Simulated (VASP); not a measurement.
# TiAl (an interface model) in VASP: single point with PBE

Aim: the single point of TiAl (an interface model) with PBE.

All numbers are computed with VASP 6.6.1; they aren't measurements. Logs are shortened: lines on timing, memory, paths and dates and some standing lists are left out, and cuts for length are marked.

## (1) The cell of the first run

The cell holds layers of an interface, 10 atoms: a = 2.857 Å, b = 2.857 Å, c = 28.902 Å, α = 60.37°, β = 60.37°, γ = 90.00°.

## (2) Single point, PBE

File INCAR:

```
PREC     = Accurate       # precision mode
ENCUT    = 520            # plane-wave cutoff, eV
EDIFF    = 1E-7           # SCF threshold, eV
ISMEAR   = 0              # smearing method
SIGMA    = 0.1            # smearing width, eV
LREAL    = False          # projectors in reciprocal space
LASPH    = True           # aspherical terms in the spheres
NELM     = 80             # most SCF steps
ALGO     = Normal         # electronic algorithm
ISIF     = 2              # what is computed and relaxed
LWAVE    = False          # write WAVECAR
LCHARG   = False          # write CHGCAR
GGA      = PE             # functional
NBANDS   = 48             # bands
```

File KPOINTS:

```
regular mesh
0
Gamma
  12 12 2
```

File POSCAR:

```
TiAl
1.0
    2.8571513840      0.0000000000      0.0000000000
    0.0000000000      2.8571513840      0.0000000000
   14.2892172001     14.2892172001     20.6634286555
Al Ti
5 5
Direct
    0.3789839969      0.3789839969      0.0241973396
    0.3900040435      0.3900040435      0.1219696479
    0.4010240902      0.4010240902      0.2197419563
    0.4120441368      0.4120441368      0.3175142647
    0.4230641835      0.4230641835      0.4152865731
    0.4230641835      0.4230641835      0.5152865731
    0.4120441368      0.4120441368      0.6175142647
    0.4010240902      0.4010240902      0.7197419563
    0.3900040435      0.3900040435      0.8219696479
    0.3789839969      0.3789839969      0.9241973396
```

Potentials or basis: VASP PAW PBE potentials, release 64 (Al, Ti_sv).

Run with:

```bash
$ cat potpaw_PBE.64/Al/POTCAR potpaw_PBE.64/Ti_sv/POTCAR > POTCAR
$ mpirun -np 1 vasp_std > vasp.out
```

OUTCAR:

```text
PREC = Accurate
   ENCUT = 520
   EDIFF = 1E-7
   ISMEAR = 0
   LREAL = False
   LASPH = True
   NELM = 80
   ISIF = 2
   GGA = PE

 ion  position               nearest neighbor table
   1  0.379  0.379  0.024-   2 2.86   2 2.86   2 2.86   2 2.86  10 2.89  10 2.89  10 2.89  10 2.89

   2  0.390  0.390  0.122-   1 2.86   1 2.86   1 2.86   3 2.86   1 2.86   3 2.86   3 2.86   3 2.86

   3  0.401  0.401  0.220-   2 2.86   4 2.86   2 2.86   2 2.86   4 2.86   4 2.86   4 2.86   2 2.86

   4  0.412  0.412  0.318-   5 2.86   3 2.86   5 2.86   5 2.86   3 2.86   3 2.86   3 2.86   5 2.86

   5  0.423  0.423  0.415-   4 2.86   4 2.86   4 2.86   4 2.86   6 2.89   6 2.89   6 2.89   6 2.89

   6  0.423  0.423  0.515-   5 2.89   5 2.89   5 2.89   5 2.89
   7  0.412  0.412  0.618-
   8  0.401  0.401  0.720-
   9  0.390  0.390  0.822-
  10  0.379  0.379  0.924-   1 2.89   1 2.89   1 2.89   1 2.89

  LATTYP: Found a base centered monoclinic cell.
 ALAT       =     4.0406222370
 B/A-ratio  =     1.0000000000
 C/A-ratio  =     5.1139225651
 COS(beta)  =    -0.0002368230

  Lattice vectors:

 A1 = (  -2.8571513840,   0.0000000000,   0.0000000000)
 A2 = (   0.0000000000,  -2.8571513840,   0.0000000000)
 A3 = (   0.0034602801,   0.0034602801,  20.6634286555)

Analysis of symmetry for initial positions (statically):
=====================================================================
 Subroutine PRICEL returns:
 Original cell was already a primitive cell.

 Routine SETGRP: Setting up the symmetry group for a
 base centered monoclinic supercell.

 Subroutine GETGRP returns: Found  4 space group operations
 (whereof  2 operations were pure point group operations)
 out of a pool of  4 trial point group operations.

The static configuration has the point symmetry C_1h.
 The point group associated with its full space group is C_2h.

Analysis of symmetry for dynamics (positions and initial velocities):
=====================================================================
 Subroutine PRICEL returns:
 Original cell was already a primitive cell.

 Routine SETGRP: Setting up the symmetry group for a
 base centered monoclinic supercell.

 Subroutine GETGRP returns: Found  4 space group operations
 (whereof  2 operations were pure point group operations)
 out of a pool of  4 trial point group operations.

The dynamic configuration has the point symmetry C_1h.
 The point group associated with its full space group is C_2h.

 Subroutine INISYM returns: Found  4 space group operations
 (whereof  2 operations are pure point group operations),
 and found     1 'primitive' translations

----------------------------------------------------------------------------------------

                                     Primitive cell

  volume of cell :     168.6821

  direct lattice vectors                    reciprocal lattice vectors
     2.857151384  0.000000000  0.000000000     0.349998955  0.000000000 -0.242032006
     0.000000000  2.857151384  0.000000000     0.000000000  0.349998955 -0.242032006
    14.289217200 14.289217200 20.663428655     0.000000000  0.000000000  0.048394679

  length of vectors
     2.857151384  2.857151384 28.902261852     0.425533501  0.425533501  0.048394679

  position of ions in fractional coordinates (direct lattice)
     0.378983997  0.378983997  0.024197340
     0.390004043  0.390004043  0.121969648
     0.401024090  0.401024090  0.219741956
     0.412044137  0.412044137  0.317514265
     0.423064184  0.423064184  0.415286573
     0.423064184  0.423064184  0.515286573
     0.412044137  0.412044137  0.617514265
     0.401024090  0.401024090  0.719741956
     0.390004043  0.390004043  0.821969648
     0.378983997  0.378983997  0.924197340

  ion indices of the primitive-cell ions
   primitive index   ion index
                 1           1
                 2           2
                 3           3
                 4           4
                 5           5
                 6           6
                 7           7
                 8           8
                 9           9
                10          10

----------------------------------------------------------------------------------------

 KPOINTS: regular mesh

Automatic generation of k-mesh.
 Grid dimensions read from file:
 generate k-points for:   12   12    2

 Generating k-lattice:

  Cartesian coordinates                     Fractional coordinates (reciprocal lattice)
     0.029166580  0.000000000 -0.020169334     0.083333333  0.000000000  0.000000000
     0.000000000  0.029166580 -0.020169334     0.000000000  0.083333333  0.000000000
     0.000000000  0.000000000  0.024197340     0.000000000  0.000000000  0.500000000

  Length of vectors
     0.035461125  0.035461125  0.024197340

  Shift w.r.t. Gamma in fractional coordinates (k-lattice)
     0.000000000  0.000000000  0.000000000

 Subroutine IBZKPT returns following result:
 ===========================================

 Found     86 irreducible k-points:

 Following reciprocal coordinates:
            Coordinates               Weight
  0.000000  0.000000  0.000000      1.000000
  0.083333  0.000000 -0.000000      4.000000
  0.166667  0.000000  0.000000      4.000000
  0.250000  0.000000 -0.000000      4.000000
  0.333333  0.000000  0.000000      4.000000
  0.416667  0.000000 -0.000000      4.000000
[... 16 lines left out ...]
  0.500000  0.166667  0.000000      4.000000
 -0.416667  0.166667  0.000000      4.000000
 [... further k-points ...]
   k-points           NKPTS =     86   k-points in BZ     NKDIM =     86   number of bands    NBANDS=     48
   number of dos      NEDOS =    301   number of ions     NIONS =     10
   total plane-waves  NPLWV = 124416
   dimension x,y,z NGX =    24 NGY =   24 NGZ =  216
   dimension x,y,z NGXF=    48 NGYF=   48 NGZF=  432
   ions per type =               5   5
   NGX,Y,Z   is equivalent  to a cutoff of  13.96, 13.96, 12.42 a.u.
   NGXF,Y,Z  is equivalent  to a cutoff of  27.93, 27.93, 24.85 a.u.
 SYSTEM =  unknown system
   PREC   = accura    normal or accurate (medium, high low for compatibility)
   ISTART =      0    job   : 0-new  1-cont  2-samecut
   ICHARG =      2    charge: 1-file 2-atom 10-const
   ISPIN  =      1    spin polarized calculation?
   LNONCOLLINEAR =      F non collinear calculations
   LSORBIT =      F    spin-orbit coupling
   LASPH  =      T    aspherical Exc in radial PAW
   ENCUT  =  520.0 eV  38.22 Ry    6.18 a.u.   5.31  5.31 53.74*2*pi/ulx,y,z
   NELM   =     80;   NELMIN=  2; NELMDL= -5     # of ELM steps
   EDIFF  = 0.1E-06   stopping-criterion for ELM
   LREAL  =      F    real-space projection
   EDIFFG = 0.1E-05   stopping-criterion for IOM
   NSW    =      0    number of steps for IOM
   IBRION =     -1    ionic relax: 0-MD 1-quasi-New 2-CG
   NFREE  =      0    steps in history (QN), initial steepest desc. (CG)
   ISIF   =      2    stress and relaxation
   ISYM   =      2    0-nonsym 1-usesym 2-fastsym
   POTIM  = 0.5000    time-step for ionic-motion
   TEBEG  =    0.0;   TEEND  =   0.0 temperature during run
   PSTRESS=    0.0 pullay stress
   NELECT =      75.0000    total number of electrons
   NUPDOWN=      -1.0000    fix difference up-down
   EMIN   =  10.00;   EMAX   =-10.00  energy-range for DOS
   EFERMI =   0.00;   METHOD = LEGACY
   ISMEAR =     0;   SIGMA  =   0.10  broadening in eV -4-tet -1-fermi 0-gaus
   EFERMI_NEDOS =   21; number of points for ismear=-14 and -15
   IALGO  =     38    algorithm
   IMIX   =      4    mixing-type and parameters
     AMIX     =   0.40;   BMIX     =  1.00
     AMIX_MAG =   1.60;   BMIX_MAG =  1.00
  volume/ion in A,a.u.               =      16.87       113.83
  Fermi-wavevector in a.u.,A,eV,Ry     =   1.249508  2.361227 21.242363  1.561270
  Thomas-Fermi vector in A             =   2.383545
   LORBIT       =      0    0 simple, 1 ext, 2 COOP (PROOUT), +10 PAW based schemes
   GGA     = PE    functional components
   LHFCALC =     F    Hartree Fock is set to
   AEXX    =    0.0000 exact exchange contribution
   IVDW    =     0    specifies the selected vdW correction
   LEPSILON=     F    determine dielectric tensor
   LRPA    =     F    only Hartree local field effects (RPA)
 non-spin polarized calculation
 Gauss-broadening in eV      SIGMA  =   0.10
  energy-cutoff  :      520.00
  volume of cell :      168.68
 maximum number of plane-waves:      4584
 NGX is ok and might be reduce to    24
   NGX = 11   NGY = 11   NGZ =107

 number of electron      75.0000000 magnetization

 Free energy of the ion-electron system (eV)
  ---------------------------------------------------
  ext. energy  EPLUGINS =         0.00000000
  ---------------------------------------------------
  free energy    TOTEN  =       -58.49735418 eV

  energy without entropy =      -58.43525649  energy(sigma->0) =      -58.46630534

 E-fermi :   8.1495     XC(G=0): -10.8791

 val. band max:        8.1468812912   @ k =   0.3333   0.2500  -0.0000
 cond. band min:       8.1594126440   @ k =   0.3333   0.3333   0.5000
 fundamental gap:      0.0125313529
 Fermi energy:         8.1495483567

 k-point     1 :       0.0000    0.0000    0.0000
  band No.  band energies     occupation
      1     -48.6113      2.00000
      2     -48.6096      2.00000
      3     -48.5158      2.00000
      4     -48.4742      2.00000
      5     -48.4117      2.00000
      6     -25.0372      2.00000
[... 40 lines left out ...]
     47      10.2273      0.00000
     48      10.9096      0.00000

 k-point     2 :       0.0833    0.0000   -0.0000
  band No.  band energies     occupation
      1     -48.6071      2.00000
      2     -48.6056      2.00000
      3     -48.5114      2.00000
      4     -48.4716      2.00000
      5     -48.4102      2.00000
      6     -25.0272      2.00000
[... 40 lines left out ...]
     47      10.3642      0.00000
     48      10.7204      0.00000

 k-point     3 :       0.1667    0.0000    0.0000
  band No.  band energies     occupation
      1     -48.5955      2.00000
      2     -48.5945      2.00000
      3     -48.4991      2.00000
      4     -48.4643      2.00000
      5     -48.4067      2.00000
      6     -24.9998      2.00000
[... 40 lines left out ...]
     47      10.3159      0.00000
     48      10.4312      0.00000

 k-point     4 :       0.2500    0.0000   -0.0000
  band No.  band energies     occupation
      1     -48.5797      2.00000
      2     -48.5792      2.00000
      3     -48.4812      2.00000
      4     -48.4545      2.00000
      5     -48.4029      2.00000
      6     -24.9811      2.00000
[... 958 lines left out ...]
     47       9.6065      0.00000
     48       9.7732      0.00000

 k-point    23 :       0.5000    0.1667    0.0000
  band No.  band energies     occupation
      1     -48.5360      2.00000
      2     -48.5360      2.00000
      3     -48.4234      2.00000
      4     -48.4232      2.00000
      5     -48.3928      2.00000
      6     -25.0640      2.00000
[... 40 lines left out ...]
     47       9.5600      0.00000
     48       9.6582      0.00000

 k-point    24 :      -0.4167    0.1667    0.0000
  band No.  band energies     occupation
      1     -48.5400      2.00000
      2     -48.5400      2.00000
      3     -48.4304      2.00000
      4     -48.4260      2.00000
      5     -48.3919      2.00000
      6     -25.0389      2.00000
[... 40 lines left out ...]
     47       9.6316      0.00000
     48       9.8104      0.00000

 [... further k-points ...]

------------------------ aborting loop because EDIFF is reached ----------------------------------------

  FORCE on cell =-STRESS in cart. coord.  units (eV):
  Direction    XX          YY          ZZ          XY          YZ          ZX
  --------------------------------------------------------------------------------------
  -------------------------------------------------------------------------------------
  Total        0.0282157      0.0282157     -1.3636435     -0.0412250     -0.0042587     -0.0042587
  in kB        0.2679982      0.2679982    -12.9521700     -0.3915634     -0.0404497     -0.0404503
  external PRESSURE =      -4.1387245 kB  Pullay stress =       0.0000000 kB

 VOLUME and BASIS-vectors are now :
 -----------------------------------------------------------------------------
  energy-cutoff  :      520.00
  volume of cell :      168.68
      direct lattice vectors                 reciprocal lattice vectors
     2.857151384  0.000000000  0.000000000     0.349998955  0.000000000 -0.242032006
     0.000000000  2.857151384  0.000000000     0.000000000  0.349998955 -0.242032006
    14.289217200 14.289217200 20.663428655     0.000000000  0.000000000  0.048394679

 POSITION                                       TOTAL-FORCE (eV/Angst)
 -----------------------------------------------------------------------------------
      1.42858      1.42858      0.50000        -0.001591     -0.001591     -0.090485
      2.85715      2.85715      2.52031        -0.000539     -0.000539     -0.030865
      4.28573      4.28573      4.54062         0.000000      0.000000     -0.000000
      5.71430      5.71430      6.56093         0.000539      0.000539      0.030865
      7.14288      7.14288      8.58124         0.001591      0.001591      0.090485
      8.57180      8.57180     10.64759        -0.001095     -0.001095     -0.029370
     10.00107     10.00107     12.75996         0.000443      0.000443     -0.041070
     11.43034     11.43034     14.87234         0.000000      0.000000     -0.000000
     12.85960     12.85960     16.98471        -0.000443     -0.000443      0.041070
     14.28887     14.28887     19.09709         0.001095      0.001095      0.029370
 -----------------------------------------------------------------------------------
    total drift:                               -0.000003     -0.000003     -0.000002

  FREE ENERGIE OF THE ION-ELECTRON SYSTEM (eV)
  ---------------------------------------------------
  free  energy   TOTEN  =       -58.4973541806 eV

  energy  without entropy=      -58.4352564896  energy(sigma->0) =      -58.46630534
```

Run time: 34 min. Hardware: 1 thread of AMD EPYC 7R13, shared host; peak memory 0.65 GiB.

Results:

* Free energy: -58.4974 eV
* Pressure: -0.4 GPa
* Largest force: 0.091 eV/Å
* Band gap on the k mesh: zero (an odd number of electrons rules out a gap without spin polarisation)

Forces on the atoms (eV/Å):
```
Al  -0.002 -0.002 -0.090
Al  -0.001 -0.001 -0.031
Al   0.000  0.000  0.000
Al   0.001  0.001  0.031
Al   0.002  0.002  0.090
Ti  -0.001 -0.001 -0.029
Ti   0.000  0.000 -0.041
Ti   0.000  0.000  0.000
Ti   0.000  0.000  0.041
Ti   0.001  0.001  0.029
```

Levels at points of the mesh, in eV from the Fermi level:
```
           k point  band 36  band 37  band 38  band 39  band 40  band 41
(0.00, 0.00, 0.00)     0.43     1.00     1.12     1.12     1.37     1.44
(0.50, 0.00, 0.00)    -0.18    -0.08    -0.04     0.15     0.21     0.42
(0.50, 0.50, 0.00)    -0.54    -0.54    -0.51    -0.51    -0.50    -0.46
(0.00, 0.00, 0.50)     0.43     1.00     1.12     1.12     1.13     1.44
(0.50, 0.00, 0.50)    -0.04     0.07     0.10     0.11     0.17     0.29
(0.50, 0.50, 0.50)    -1.05    -1.05    -0.53    -0.45     0.17     0.17
```
